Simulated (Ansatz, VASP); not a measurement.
# One calculation of Mg4FeO3, two programs

```
Mg Fe O
1.0
     2.67620    0.00000    0.00000
     0.00000    2.67620    0.00000
     0.00000    0.00000   12.16416
Mg Fe O
4 1 3
Direct
  0.00000 0.00000 0.82707
  0.00000 0.00000 0.17293
  0.00000 0.00000 0.39054
  0.00000 0.00000 0.60946
  0.50000 0.50000 0.00000
  0.50000 0.50000 0.28064
  0.50000 0.50000 0.50000
  0.50000 0.50000 0.71936
```

Change from the starting cell: species swapped into the Al4Ni3Pt type (P4/mmm, No. 123).

Alike in both runs: task single point; functional PBE; k mesh 6 × 6 × 2; occupations gaussian, width 0.1 eV; collinear spin.

```csv
,VASP,Ansatz
version,VASP 6.6.1,Ansatz 0.2.0
potentials or method,"VASP PAW PBE potentials, release 64 (Mg, Fe, O), cutoff 600 eV","scalar-relativistic, plane waves, PAW"
valence electrons in the cell,34,74
```

```csv
,VASP,Ansatz,Ansatz less VASP
gap on the k mesh at the Fermi level (eV),none,none,-
pressure (GPa),-1.0,-0.4,+0.58
"traceless stress, the component that is largest in VASP (GPa)",0.09,0.10,+0.018
rms of the force components (eV/Å),0.015,0.014,-0.0011
net moment per atom (μB),0.27,0.27,0.000
size of the moment on the site where the two differ most (μB),2.32,2.34,+0.014
```

Site moments also hang on the region over which each program counts them. Atom by atom the forces differ by 0.003 eV/Å (rms over components). A gap of «none» marks a metal or a gap that the smearing closes. VASP's potentials hold 34 valence electrons a cell and Ansatz's 74, so a difference there can come from the potentials and not from the codes.

The k mesh is coarse, so the values compare programs but aren't converged.
